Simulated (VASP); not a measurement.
**HfN: single point with r2SCAN**

Crystal: HfN.

```
CELL_PARAMETERS angstrom
0.01131 2.26239 2.26239
2.27370 0.00000 2.27370
2.26239 2.26239 0.01131
ATOMIC_POSITIONS crystal
Hf 0.50000 0.50000 0.50000
N 0.00000 0.00000 0.00000
```

```json
{"Program": "VASP 6.6.1", "Task": "single point", "Functional": "r2SCAN", "Potentials or basis": "VASP PAW PBE potentials, release 64 (Hf_pv, N)", "Cutoff": "520 eV", "k mesh": "12 × 12 × 12", "Occupations": "gaussian, width 0.05 eV", "Spin": "no spin polarisation"}
```

```
Pressure : -2.6 GPa
```

Stress tensor (GPa, compression positive):
```
-2.64  0.00 -1.45
 0.00 -2.63  0.00
-1.45  0.00 -2.64
```

Levels at points of the mesh, in eV from the Fermi level:
| k point | band 5 | band 6 | band 7 | band 8 | band 9 | band 10 |
| --- | --- | --- | --- | --- | --- | --- |
| (0.00, 0.00, 0.00) | -3.48 | -3.45 | -3.43 | -0.44 | -0.37 | -0.28 |
| (0.50, 0.00, 0.00) | -9.34 | -6.72 | -6.65 | 3.34 | 3.70 | 3.84 |
| (0.00, 0.50, 0.00) | -9.35 | -6.66 | -6.59 | 3.29 | 3.66 | 3.76 |
| (0.50, 0.50, 0.00) | -5.97 | -4.16 | -4.16 | -3.90 | 4.09 | 5.49 |
| (0.50, 0.00, 0.50) | -5.97 | -4.20 | -4.12 | -3.90 | 4.09 | 5.50 |

Run time: 2.5 min on 1 thread of Intel(R) Xeon(R) 6975P-C (Granite Rapids), with other jobs on the host, peak memory 0.22 GiB.

Caveat: the PAW data sets were made with another functional, which shifts forces and pressure a little; spin-orbit coupling is left out, which moves the levels of the heavy elements.
